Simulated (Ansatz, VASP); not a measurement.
**WSe2: VASP beside Ansatz**

INCAR

```
  PREC = Accurate
  ENCUT = 520
  EDIFF = 1E-6
  ISMEAR = 0
  SIGMA = 0.05
  LREAL = False
  LASPH = True
  NELM = 100
  ALGO = Normal
  ISIF = 2
  LWAVE = False
  LCHARG = False
  LDIPOL = True
  IDIPOL = 3
  DIPOL = 0.5 0.5 0.389
  GGA = PE
  IVDW = 12
  NBANDS = 35
```

The input KPOINTS:

```
regular mesh
0
Gamma
  9 9 1
```

The input POSCAR:

```
WSe2
1.0
    3.2854927591      0.0000000000      0.0000000000
   -1.6427463796      2.8453201933      0.0000000000
    0.0000000000      0.0000000000     24.2386469112
Se W
4 2
Direct
    0.3333333333      0.6666666667      0.1856539277
    0.3333333333      0.6666666667      0.3246601794
    0.3333333333      1.0000000000      0.4529676717
    0.3333333333      1.0000000000      0.5919739235
    0.6666666667      0.3333333333      0.2551570535
    0.0000000000      1.3333333333      0.5224707976
```

Input for Ansatz:

```yaml
crystal:
  lattice:
    - [3.2854927591, 0.0, 0.0]
    - [-1.6427463796, 2.8453201933, 0.0]
    - [0.0, 0.0, 24.2386469112]
  atoms:
    - { symbol: Se, position: [0.3333333333, 0.6666666667, 0.1856539277] }
    - { symbol: W, position: [0.6666666667, 0.3333333333, 0.2551570535] }
    - { symbol: Se, position: [0.3333333333, 0.6666666667, 0.3246601794] }
    - { symbol: Se, position: [0.3333333333, 1.0, 0.4529676717] }
    - { symbol: W, position: [0.0, 1.3333333333, 0.5224707976] }
    - { symbol: Se, position: [0.3333333333, 1.0, 0.5919739235] }
basis:
  ecutwfc: 420
kpoints:
  mp_grid: { grid: [9, 9, 1] }
hamiltonian:
  xc: pbe
  pseudopotentials: { kind: paw, azcp: { folder: soft_1 } }
  dispersion: d3bj
scf:
  occupations: { method: gaussian, width: 0.05 }
output:
  forces: true
  eigenvalues: true
efield:
  axis: 3
  dipole_correction: true
  ramp_width: 0.04
```

Alike in both runs: task single point; functional PBE; dispersion D3(BJ); k mesh 9 × 9 × 1; occupations gaussian, width 0.05 eV; no spin polarisation.

```csv
,VASP,Ansatz
version,VASP 6.6.1,Ansatz 0.2.0
potentials or method,"VASP PAW PBE potentials, release 64 (Se, W_sv), cutoff 520 eV","scalar-relativistic, plane waves, PAW"
valence electrons in the cell,52,92
```

VASP gave:

```
gap on the k mesh at the Fermi level (eV) : 1.34
least direct gap on the mesh (eV)         : 1.64
rms of the force components (eV/Å)        : 0.058
```

Problem. What did Ansatz give for the same quantities?

Solution. gap on the k mesh at the Fermi level (eV): 1.34; least direct gap on the mesh (eV): 1.64; rms of the force components (eV/Å): 0.069.

VASP's potentials hold 52 valence electrons a cell and Ansatz's 92, so a difference there can come from the potentials and not from the codes.

Spin-orbit coupling is off throughout.
